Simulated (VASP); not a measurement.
Here is a VASP 6.6.1 calculation.

INCAR

```
SYSTEM = GaAs
ALGO = Normal ; EDIFF = 1E-6
EDIFFG = -0.01 ; ENCUT = 600
GGA = PE ; IBRION = 2
ISIF = 3 ; ISMEAR = 0
IVDW = 12 ; LASPH = .TRUE.
LCHARG = .FALSE. ; LREAL = .FALSE.
LWAVE = .FALSE. ; NELM = 60
NSW = 100 ; PREC = Accurate
SIGMA = 0.01
```

KPOINTS

```
k-points
0
G
  10 10 10
  0 0 0
```

File POSCAR:

```
GaAs
1.0
    0.0000000000      2.8750910800      2.8750910800
    2.8750910800      0.0000000000      2.8750910800
    2.8750910800      2.8750910800      0.0000000000
Ga As
1 1
Direct
    0.0000000000      0.0000000000      0.0000000000
    0.2500000000      0.2500000000      0.2500000000
```

Potentials or basis: VASP PAW PBE potentials, release 64 (Ga_d, As).

Run with:

```sh
$ cat potpaw_PBE.64/Ga_d/POTCAR potpaw_PBE.64/As/POTCAR > POTCAR
$ mpirun -np 1 vasp_std > vasp.out
```

What does it give for the dispersion energy per atom?

-0.320 eV.

Estimate the relaxed volume.

22.91 Å³/atom.

What does it give for the space group after relaxing (to 0.05 Å)?

F-43m (No. 216).

Estimate the relaxed cell.

a = 4.016 Å, b = 4.016 Å, c = 4.016 Å, α = 60.00°, β = 60.00°, γ = 60.00°.

Step by step:
| step | energy change (eV) | largest force (eV/Å) | pressure (GPa) | volume (Å³) |
| --- | --- | --- | --- | --- |
| 1 | 0.0000 | 0.0000 | -2.29 | 47.53 |
| 2 | -0.0110 | 0.0000 | 0.86 | 45.24 |
| 3 | -0.0126 | 0.0000 | 0.04 | 45.82 |
